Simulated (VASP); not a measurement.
**Ti3Ag: single point with LDA**

The system is Ti3Ag.

```
Ti Ag
1.0
     4.10326    0.00000    0.00000
     0.00000    4.10326    0.00000
     0.00000    0.00000    3.95000
Ti Ag
3 1
Direct
  0.00000 0.50000 0.50000
  0.50000 0.00000 0.50000
  0.50000 0.50000 0.00000
  0.00000 0.00000 0.00000
```

This cell differs from its parent crystal: equal xx and yy strain of -2 %.

| Item | Value |
| --- | --- |
| Program | VASP 6.6.1 |
| Task | single point |
| Functional | LDA |
| Potentials or basis | VASP PAW LDA potentials, release 64 (Ti_sv, Ag) |
| Cutoff | 520 eV |
| k mesh | 9 × 9 × 9 |
| Occupations | fermi-dirac, width 0.08 eV |
| Spin | no spin polarisation |
| Dipole correction | no |
| Further INCAR settings | ALGO = Normal; EDIFF = 1e-06; NBANDS = 32 |

```json
{
 "Pressure": "-5.7 GPa",
 "Band gap on the k mesh": "zero (an odd number of electrons rules out a gap without spin polarisation)"
}
```

Stress tensor (GPa, compression positive):
```
-6.18  0.00  0.00
 0.00 -6.18  0.00
 0.00  0.00 -4.66
```

Levels at points of the mesh, in eV from the Fermi level:
```
           k point  band 22  band 23  band 24  band 25  band 26  band 27
(0.00, 0.00, 0.00)    -0.53    -0.18     0.02     2.35     2.35     2.36
```

Run time: 2.6 min on 1 thread of Intel(R) Xeon(R) Platinum 8488C (Sapphire Rapids) (shared host), peak memory 0.25 GiB.

Caveat: the cell differs from its parent crystal (equal xx and yy strain of -2 %); the cell stands under tension.
